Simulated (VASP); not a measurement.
Input of a VASP 6.6.1 run:

The input POSCAR:

```
ZnSiP2
1.0
   -2.6609449048      2.6609449048      5.1829382459
    2.6609449048     -2.6609449048      5.1829382459
    2.6609449048      2.6609449048     -5.1829382459
Zn Si P
2 2 4
Direct
    0.0000000000      0.0000000000      0.0000000000
    0.7500000000      0.2500000000      0.5000000000
    0.5000000000      0.5000000000      0.0000000000
    0.2500000000      0.7500000000      0.5000000000
    0.3750000000      0.3907941901      0.5157941901
    0.8750000000      0.8592058099      0.4842058099
    0.6092058099      0.1250000000      0.9842058099
    0.1407941901      0.6250000000      0.0157941901
```

The input INCAR.step1:

```
SYSTEM = ZnSiP2
ALGO = Normal
EDIFF = 1E-5
ENCUT = 550
GGA = PE
GGA_COMPAT = .FALSE.
ISMEAR = 0
LASPH = .TRUE.
LCHARG = .FALSE.
LREAL = .FALSE.
LWAVE = .TRUE.
NBANDS = 36
NELM = 120
PREC = Accurate
SIGMA = 0.02
```

The input INCAR.step2:

```
SYSTEM = ZnSiP2
ALGO = Normal
EDIFF = 1E-6
ENCUT = 550
GGA_COMPAT = .FALSE.
ISIF = 2
ISMEAR = 0
ISTART = 1
LASPH = .TRUE.
LCHARG = .TRUE.
LELF = .TRUE.
LMIXTAU = .TRUE.
LREAL = .FALSE.
LVHAR = .TRUE.
LWAVE = .FALSE.
METAGGA = R2SCAN
NBANDS = 36
NELM = 120
PREC = Accurate
SIGMA = 0.02
```

Contents of KPOINTS:

```
k-points
0
G
  8 8 8
  0 0 0
```

Potentials or basis: VASP PAW PBE potentials, release 64 (Zn, Si, P).

Launch:

```bash
$ cat potpaw_PBE.64/Zn/POTCAR potpaw_PBE.64/Si/POTCAR potpaw_PBE.64/P/POTCAR > POTCAR
$ cp INCAR.step1 INCAR
$ mpirun -np 1 vasp_std > vasp.out
$ cp INCAR.step2 INCAR
$ mpirun -np 1 vasp_std > vasp.out
```

(1) Predict the largest force.

(2) What does it give for the band gap on the k mesh?

(3) Estimate the pressure.

Results:

(1) 0.042 eV/Å.

(2) 1.50 eV.

(3) 2.8 GPa.

Caveat: the PAW data sets were made with another functional, which shifts forces and pressure a little.
